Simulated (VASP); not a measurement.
# WS2 (P6_3/mmc) in VASP: a series of runs

Runs on WS2. Level: PBEsol+D3(BJ). Tasks: single point.

All numbers are computed with VASP 6.6.1; they aren't measurements. Logs are shortened: lines on timing, memory, paths and dates and some standing lists are left out, and cuts for length are marked.

## Step 1: The cell of the first run

It takes space group P6_3/mmc (No. 194, hexagonal). The conventional cell has a = 3.021 Å, b = 3.021 Å, c = 11.989 Å, α = 90.00°, β = 90.00°, γ = 120.00°. W (site symmetry -6m2) has 6 S at 2.38 Å and 6 W at 3.02 Å within 3.1 Å. Within 3.1 Å of S (site symmetry 3m) lie 3 W at 2.38 Å and 6 S at 3.02 Å.

## Step 2: Single point, PBEsol+D3(BJ) (biaxial strain in the a-b plane: -3.0 %)

The input, INCAR:

```
  ALGO = Normal
  EDIFF = 1E-6
  ENCUT = 520
  GGA = PS
  ISIF = 2
  ISMEAR = 0
  IVDW = 12
  LASPH = True
  LCHARG = False
  LREAL = False
  LWAVE = False
  NBANDS = 35
  NELM = 80
  PREC = Accurate
  SIGMA = 0.02
```

The input, KPOINTS:

```
k-points
0
Gamma
  12 12 4
```

The input, POSCAR:

```
WS2
1.0
    3.0211536609      0.0000000000      0.0000000000
   -1.5105768305      2.6163958191      0.0000000000
    0.0000000000      0.0000000000     11.9890563030
W S
2 4
Direct
    0.3333333333      0.6666666667      0.7500000000
    0.6666666667      0.3333333333      0.2500000000
    0.3333333333      0.6666666667      0.1153261303
    0.6666666667      0.3333333333      0.6153261303
    0.3333333333      0.6666666667      0.3846738697
    0.6666666667      0.3333333333      0.8846738697
```

Potentials or basis: VASP PAW PBE potentials, release 64 (W_sv, S).

On the command line:

```sh
$ cat potpaw_PBE.64/W_sv/POTCAR potpaw_PBE.64/S/POTCAR > POTCAR
$ mpirun -np 1 vasp_std > vasp.out
```

OUTCAR:

```text
EDIFF = 1E-6
   ENCUT = 520
   GGA = PS
   ISIF = 2
   ISMEAR = 0
   IVDW = 12
   LASPH = True
   LREAL = False
   NELM = 80
   PREC = Accurate
 IVDW          = 12

 ion  position               nearest neighbor table
   1  0.333  0.667  0.750-   4 2.38   6 2.38   4 2.38   6 2.38   4 2.38   6 2.38
   2  0.667  0.333  0.250-   3 2.38   5 2.38   3 2.38   5 2.38   3 2.38   5 2.38
   3  0.333  0.667  0.115-   2 2.38   2 2.38   2 2.38
   4  0.667  0.333  0.615-   1 2.38   1 2.38   1 2.38
   5  0.333  0.667  0.385-   2 2.38   2 2.38   2 2.38
   6  0.667  0.333  0.885-   1 2.38   1 2.38   1 2.38

  LATTYP: Found a hexagonal cell.
 ALAT       =     3.0211536609
 C/A-ratio  =     3.9683702481

  Lattice vectors:

 A1 = (   3.0211536609,   0.0000000000,   0.0000000000)
 A2 = (  -1.5105768305,   2.6163958191,   0.0000000000)
 A3 = (   0.0000000000,   0.0000000000,  11.9890563030)

Analysis of symmetry for initial positions (statically):
=====================================================================
 Subroutine PRICEL returns:
 Original cell was already a primitive cell.

 Routine SETGRP: Setting up the symmetry group for a
 hexagonal supercell.

 Subroutine GETGRP returns: Found 24 space group operations
 (whereof 12 operations were pure point group operations)
 out of a pool of 24 trial point group operations.

The static configuration has the point symmetry D_3d.
 The point group associated with its full space group is D_6h.

Analysis of symmetry for dynamics (positions and initial velocities):
=====================================================================
 Subroutine PRICEL returns:
 Original cell was already a primitive cell.

 Routine SETGRP: Setting up the symmetry group for a
 hexagonal supercell.

 Subroutine GETGRP returns: Found 24 space group operations
 (whereof 12 operations were pure point group operations)
 out of a pool of 24 trial point group operations.

The dynamic configuration has the point symmetry D_3d.
 The point group associated with its full space group is D_6h.

 Subroutine INISYM returns: Found 24 space group operations
 (whereof 12 operations are pure point group operations),
 and found     1 'primitive' translations

----------------------------------------------------------------------------------------

                                     Primitive cell

  volume of cell :      94.7679

  direct lattice vectors                    reciprocal lattice vectors
     3.021153661  0.000000000  0.000000000     0.330999384  0.191102583  0.000000000
    -1.510576831  2.616395819  0.000000000     0.000000000  0.382205167  0.000000000
     0.000000000  0.000000000 11.989056303     0.000000000  0.000000000  0.083409401

  length of vectors
     3.021153661  3.021153661 11.989056303     0.382205167  0.382205167  0.083409401

  position of ions in fractional coordinates (direct lattice)
     0.333333333  0.666666667  0.750000000
     0.666666667  0.333333333  0.250000000
     0.333333333  0.666666667  0.115326130
     0.666666667  0.333333333  0.615326130
     0.333333333  0.666666667  0.384673870
     0.666666667  0.333333333  0.884673870

  ion indices of the primitive-cell ions
   primitive index   ion index
                 1           1
                 2           2
                 3           3
                 4           4
                 5           5
                 6           6

----------------------------------------------------------------------------------------

 KPOINTS: k-points

Automatic generation of k-mesh.
 Grid dimensions read from file:
 generate k-points for:   12   12    4

 Generating k-lattice:

  Cartesian coordinates                     Fractional coordinates (reciprocal lattice)
     0.027583282  0.015925215  0.000000000     0.083333333  0.000000000  0.000000000
     0.000000000  0.031850431  0.000000000     0.000000000  0.083333333  0.000000000
     0.000000000  0.000000000  0.020852350     0.000000000  0.000000000  0.250000000

  Length of vectors
     0.031850431  0.031850431  0.020852350

  Shift w.r.t. Gamma in fractional coordinates (k-lattice)
     0.000000000  0.000000000  0.000000000

 Subroutine IBZKPT returns following result:
 ===========================================

 Found     57 irreducible k-points:

 Following reciprocal coordinates:
            Coordinates               Weight
  0.000000  0.000000  0.000000      1.000000
  0.083333 -0.000000  0.000000      6.000000
  0.166667 -0.000000  0.000000      6.000000
  0.250000  0.000000  0.000000      6.000000
  0.333333  0.000000  0.000000      6.000000
  0.416667 -0.000000  0.000000      6.000000
[... 16 lines left out ...]
  0.250000  0.000000  0.250000     12.000000
  0.333333  0.000000  0.250000     12.000000
 [... further k-points ...]
   k-points           NKPTS =     57   k-points in BZ     NKDIM =     57   number of bands    NBANDS=     35
   number of dos      NEDOS =    301   number of ions     NIONS =      6
   total plane-waves  NPLWV =  51840
   dimension x,y,z NGX =    24 NGY =   24 NGZ =   90
   dimension x,y,z NGXF=    48 NGYF=   48 NGZF=  180
   ions per type =               2   4
   NGX,Y,Z   is equivalent  to a cutoff of  13.21, 13.21, 12.48 a.u.
   NGXF,Y,Z  is equivalent  to a cutoff of  26.41, 26.41, 24.96 a.u.
 SYSTEM =  unknown system
   PREC   = accura    normal or accurate (medium, high low for compatibility)
   ISTART =      0    job   : 0-new  1-cont  2-samecut
   ICHARG =      2    charge: 1-file 2-atom 10-const
   ISPIN  =      1    spin polarized calculation?
   LNONCOLLINEAR =      F non collinear calculations
   LSORBIT =      F    spin-orbit coupling
   LASPH  =      T    aspherical Exc in radial PAW
   ENCUT  =  520.0 eV  38.22 Ry    6.18 a.u.   5.62  5.62 22.29*2*pi/ulx,y,z
   NELM   =     80;   NELMIN=  2; NELMDL= -5     # of ELM steps
   EDIFF  = 0.1E-05   stopping-criterion for ELM
   LREAL  =      F    real-space projection
   EDIFFG = 0.1E-04   stopping-criterion for IOM
   NSW    =      0    number of steps for IOM
   IBRION =     -1    ionic relax: 0-MD 1-quasi-New 2-CG
   NFREE  =      0    steps in history (QN), initial steepest desc. (CG)
   ISIF   =      2    stress and relaxation
   ISYM   =      2    0-nonsym 1-usesym 2-fastsym
   POTIM  = 0.5000    time-step for ionic-motion
   TEBEG  =    0.0;   TEEND  =   0.0 temperature during run
   PSTRESS=    0.0 pullay stress
   NELECT =      52.0000    total number of electrons
   NUPDOWN=      -1.0000    fix difference up-down
   EMIN   =  10.00;   EMAX   =-10.00  energy-range for DOS
   EFERMI =   0.00;   METHOD = LEGACY
   ISMEAR =     0;   SIGMA  =   0.02  broadening in eV -4-tet -1-fermi 0-gaus
   EFERMI_NEDOS =   21; number of points for ismear=-14 and -15
   IALGO  =     38    algorithm
   IMIX   =      4    mixing-type and parameters
     AMIX     =   0.40;   BMIX     =  1.00
     AMIX_MAG =   1.60;   BMIX_MAG =  1.00
  volume/ion in A,a.u.               =      15.79       106.59
  Fermi-wavevector in a.u.,A,eV,Ry     =   1.340259  2.532723 24.440080  1.796295
  Thomas-Fermi vector in A             =   2.468586
   LORBIT       =      0    0 simple, 1 ext, 2 COOP (PROOUT), +10 PAW based schemes
   GGA     = PS    functional components
   LHFCALC =     F    Hartree Fock is set to
   AEXX    =    0.0000 exact exchange contribution
   IVDW    =    12    specifies the selected vdW correction
   LEPSILON=     F    determine dielectric tensor
   LRPA    =     F    only Hartree local field effects (RPA)
 non-spin polarized calculation
 Gauss-broadening in eV      SIGMA  =   0.02
  energy-cutoff  :      520.00
  volume of cell :       94.77
 maximum number of plane-waves:      2588
 NGX is ok and might be reduce to    24
   NGX = 11   NGY = 11   NGZ = 45

 number of electron      51.9999998 magnetization

 Free energy of the ion-electron system (eV)
  ---------------------------------------------------
  ext. energy  EPLUGINS =         0.00000000
  ---------------------------------------------------
  free energy    TOTEN  =       -50.13622013 eV

  energy without entropy =      -50.13622013  energy(sigma->0) =      -50.13622013

 E-fermi :   8.9989     XC(G=0): -11.8131

 val. band max:        8.6783309879   @ k =   0.0000   0.0000   0.0000
 cond. band min:       9.4575727328   @ k =   0.1667   0.1667   0.0000
 fundamental gap:      0.7792417449
 Fermi energy:         8.9988945249

 k-point     1 :       0.0000    0.0000    0.0000
  band No.  band energies     occupation
      1     -65.5108      2.00000
      2     -65.5108      2.00000
      3     -29.8986      2.00000
      4     -29.8985      2.00000
      5     -29.5314      2.00000
      6     -29.5314      2.00000
[... 27 lines left out ...]
     34      11.7115      0.00000
     35      14.4937      0.00000

 k-point     2 :       0.0833   -0.0000    0.0000
  band No.  band energies     occupation
      1     -65.5085      2.00000
      2     -65.5085      2.00000
      3     -29.8914      2.00000
      4     -29.8913      2.00000
      5     -29.5710      2.00000
      6     -29.5710      2.00000
[... 27 lines left out ...]
     34      11.8327      0.00000
     35      15.0694      0.00000

 k-point     3 :       0.1667   -0.0000    0.0000
  band No.  band energies     occupation
      1     -65.5020      2.00000
      2     -65.5020      2.00000
      3     -29.8715      2.00000
      4     -29.8714      2.00000
      5     -29.6780      2.00000
      6     -29.6779      2.00000
[... 27 lines left out ...]
     34      12.4116      0.00000
     35      15.9863      0.00000
[... 723 lines left out ...]
 k-point    23 :       0.2500    0.0000    0.2500
  band No.  band energies     occupation
      1     -65.4932      2.00000
      2     -65.4932      2.00000
      3     -29.8442      2.00000
      4     -29.8442      2.00000
      5     -29.8212      2.00000
      6     -29.8211      2.00000
[... 27 lines left out ...]
     34      12.9192      0.00000
     35      15.5842      0.00000

 k-point    24 :       0.3333    0.0000    0.2500
  band No.  band energies     occupation
      1     -65.4844      2.00000
      2     -65.4844      2.00000
      3     -29.9612      2.00000
      4     -29.9612      2.00000
      5     -29.8168      2.00000
      6     -29.8168      2.00000
[... 27 lines left out ...]
     34      13.2641      0.00000
     35      14.7180      0.00000

 [... further k-points ...]

------------------------ aborting loop because EDIFF is reached ----------------------------------------

 Edisp (eV)   -2.60655

 E8    (eV) :    -1.6911

  FORCE on cell =-STRESS in cart. coord.  units (eV):
  Direction    XX          YY          ZZ          XY          YZ          ZX
  --------------------------------------------------------------------------------------
  -------------------------------------------------------------------------------------
  Total       6.28704     6.28704    -0.96883    -0.00000     0.00000     0.00000
  in kB     106.29077   106.29077   -16.37937    -0.00000     0.00000     0.00000
  external pressure =       65.40 kB  Pullay stress =        0.00 kB

 VOLUME and BASIS-vectors are now :
 -----------------------------------------------------------------------------
  energy-cutoff  :      520.00
  volume of cell :       94.77
      direct lattice vectors                 reciprocal lattice vectors
     3.021153661  0.000000000  0.000000000     0.330999384  0.191102583  0.000000000
    -1.510576831  2.616395819  0.000000000     0.000000000  0.382205167  0.000000000
     0.000000000  0.000000000 11.989056303     0.000000000  0.000000000  0.083409401

 POSITION                                       TOTAL-FORCE (eV/Angst)
 -----------------------------------------------------------------------------------
     -0.00000      1.74426      8.99179         0.000000      0.000000      0.000000
      1.51058      0.87213      2.99726         0.000000     -0.000000      0.000000
     -0.00000      1.74426      1.38265        -0.000000      0.000000      0.086379
      1.51058      0.87213      7.37718        -0.000000      0.000000      0.086379
     -0.00000      1.74426      4.61188        -0.000000      0.000000     -0.086379
      1.51058      0.87213     10.60640         0.000000      0.000000     -0.086379
 -----------------------------------------------------------------------------------
    total drift:                               -0.000000      0.000000     -0.000000

  FREE ENERGIE OF THE ION-ELECTRON SYSTEM (eV)
  ---------------------------------------------------
  free  energy   TOTEN  =       -52.7427720998 eV

  energy  without entropy=      -52.7427720998  energy(sigma->0) =      -52.74277210
```

Run time: 72 s. Hardware: 1 thread of Intel Xeon 6975P-C (Granite Rapids), shared host; peak memory 0.32 GiB.

Results:

| Property | Result |
| --- | --- |
| Free energy | -52.7428 eV |
| Pressure | 6.5 GPa |
| Largest force | 0.086 eV/Å |
| Band gap on the k mesh | 0.78 eV, indirect (least direct gap 1.86 eV) |
| Dispersion energy per atom | -0.434 eV |

Forces on the atoms (eV/Å):
```
W    0.000  0.000  0.000
W    0.000  0.000  0.000
S    0.000  0.000  0.086
S    0.000  0.000  0.086
S    0.000  0.000 -0.086
S    0.000  0.000 -0.086
```

Stress tensor (GPa, compression positive):
```
10.63  0.00  0.00
 0.00 10.63  0.00
 0.00  0.00 -1.64
```

Levels at points of the mesh, in eV from the valence-band top:
```csv
k point,band 23,band 24,band 25,band 26,band 27,band 28,band 29,band 30
"(0.00, 0.00, 0.00)",-1.57,-1.57,-1.34,0.00,2.73,2.73,2.86,2.86
"(0.50, 0.00, 0.00)",-1.69,-1.54,-1.49,-1.12,2.73,3.20,3.26,3.26
"(0.00, 0.00, 0.50)",-1.61,-1.61,-0.37,-0.37,2.80,2.80,2.80,2.80
"(0.50, 0.00, 0.50)",-1.59,-1.59,-1.30,-1.30,3.14,3.14,3.22,3.22
```

Caveat: the cell differs from its parent crystal (biaxial strain in the a-b plane: -3.0 %); the PAW data sets were made with another functional, which shifts forces and pressure a little; spin-orbit coupling is left out, which moves the levels of the heavy elements.

## Step 3: Single point, PBEsol+D3(BJ) (biaxial strain in the a-b plane: -2.0 %, then relaxed in part)

The input, INCAR:

```
PREC = Accurate
ENCUT = 520
EDIFF = 1E-6
ISMEAR = 0
SIGMA = 0.02
LREAL = F
LASPH = T
NELM = 80
ALGO = Normal
ISIF = 2
LWAVE = F
LCHARG = F
GGA = PS
IVDW = 12
NBANDS = 35
```

The input, KPOINTS:

```
regular mesh
0
Gamma
  12 12 4
```

POSCAR, as its differences from that of step 2:

```diff
@@ -2,5 +2,5 @@
 1.0
-    3.0211536609      0.0000000000      0.0000000000
-   -1.5105768305      2.6163958191      0.0000000000
-    0.0000000000      0.0000000000     11.9890563030
+    3.0522995749      0.0000000000      0.0000000000
+   -1.5261497875      2.6433689718      0.0000000000
+    0.0000000000      0.0000000000     11.8509942509
 W S
```

Potentials or basis: VASP PAW PBE potentials, release 64 (W_sv, S).

On the command line:

```sh
$ cat potpaw_PBE.64/W_sv/POTCAR potpaw_PBE.64/S/POTCAR > POTCAR
$ mpirun -np 1 vasp_std > vasp.out
```

Run time: 64 s. Hardware: 1 thread of Intel Xeon 6975P-C (Granite Rapids), shared host; peak memory 0.31 GiB.

Results (log left out):

* Free energy: -52.8569 eV
* Pressure: 4.9 GPa
* Largest force: 0.019 eV/Å
* Band gap on the k mesh: 0.70 eV, indirect (least direct gap 1.94 eV)
* Dispersion energy per atom: -0.431 eV

Forces in eV/Å, atoms in the order of the input:
```
W    0.000  0.000  0.000
W    0.000  0.000  0.000
S    0.000  0.000 -0.019
S    0.000  0.000 -0.019
S    0.000  0.000  0.019
S    0.000  0.000  0.019
```

Stress tensor (GPa, compression positive):
```
7.27 0.00 0.00
0.00 7.27 0.00
0.00 0.00 0.22
```

Levels at points of the mesh, in eV from the valence-band top:
```csv
k point,band 24,band 25,band 26,band 27,band 28,band 29
"(0.00, 0.00, 0.00)",-1.77,-1.30,0.00,2.49,2.49,2.58
"(0.50, 0.00, 0.00)",-1.79,-1.64,-1.40,2.60,2.83,2.90
"(0.00, 0.00, 0.50)",-1.94,-0.35,-0.35,2.54,2.54,2.54
"(0.50, 0.00, 0.50)",-1.73,-1.60,-1.60,2.86,2.86,2.99
```

Caveat: the cell differs from its parent crystal (biaxial strain in the a-b plane: -2.0 %, then relaxed in part); the PAW data sets were made with another functional, which shifts forces and pressure a little; spin-orbit coupling is left out, which moves the levels of the heavy elements. A k mesh can miss the band edges.

(Part 1 of 2 ends here.)
